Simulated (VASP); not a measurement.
Set up this calculation in VASP 6.6.1, as the native input.

```yaml
Task: relaxation of cell and atoms
Functional: PBE
Potentials_or_basis: VASP PAW PBE potentials, release 64 (Mo_sv, S)
Cutoff: 500 eV
k_mesh: 6 × 6 × 6
Occupations: gaussian, width 0.1 eV
Spin: no spin polarisation
Dipole_correction: no
Further_INCAR_settings: ALGO = Normal; EDIFF = 1e-07; IBRION = 2; EDIFFG = -0.05; NSW = 100; ISIF = 3
```

The structure of MoS lies in POSCAR:

```
MoS
1.0
    2.9698356273      0.0000000000      0.0000000000
    0.0000000000      2.9698356273      0.0000000000
    0.0000000000      0.0000000000      2.9698356273
Mo S
1 1
Direct
    0.0000000000      0.0000000000      0.0000000000
    0.5000000000      0.5000000000      0.5000000000
```

The input as run:

INCAR

```
SYSTEM = MoS
  ALGO = Normal
  EDIFF = 1E-7
  EDIFFG = -0.05
  ENCUT = 500
  GGA = PE
  GGA_COMPAT = .False.
  IBRION = 2
  ISIF = 3
  ISMEAR = 0
  LASPH = .True.
  LCHARG = .False.
  LREAL = .False.
  LWAVE = .False.
  NELM = 120
  NELMIN = 4
  NSW = 100
  PREC = Accurate
  SIGMA = 0.1
```

KPOINTS

```
k-points
0
Gamma
  6 6 6
  0 0 0
```

Potentials or basis: VASP PAW PBE potentials, release 64 (Mo_sv, S).

The run is started by

```bash
$ cat potpaw_PBE.64/Mo_sv/POTCAR potpaw_PBE.64/S/POTCAR > POTCAR
$ mpirun -np 1 vasp_std > vasp.out
```

It gave:

```json
{
 "Relaxed volume": "13.59 Å³/atom",
 "Relaxed cell": "a = 3.007 Å, b = 3.007 Å, c = 3.007 Å, α = 90.00°, β = 90.00°, γ = 90.00°",
 "Space group after relaxing (to 0.1 Å)": "Pm-3m (No. 221)",
 "Energy gained by relaxing": "12.6 meV/atom",
 "Ionic steps": "3",
 "Pressure after relaxing": "-0.1 GPa",
 "Band gap on the k mesh": "zero (bands 10 and 11 overlap by 4.02 eV)"
}
```

Run time: 55 s on 1 thread of Intel Xeon 8259CL, with other jobs on the host, peak memory 0.15 GiB.
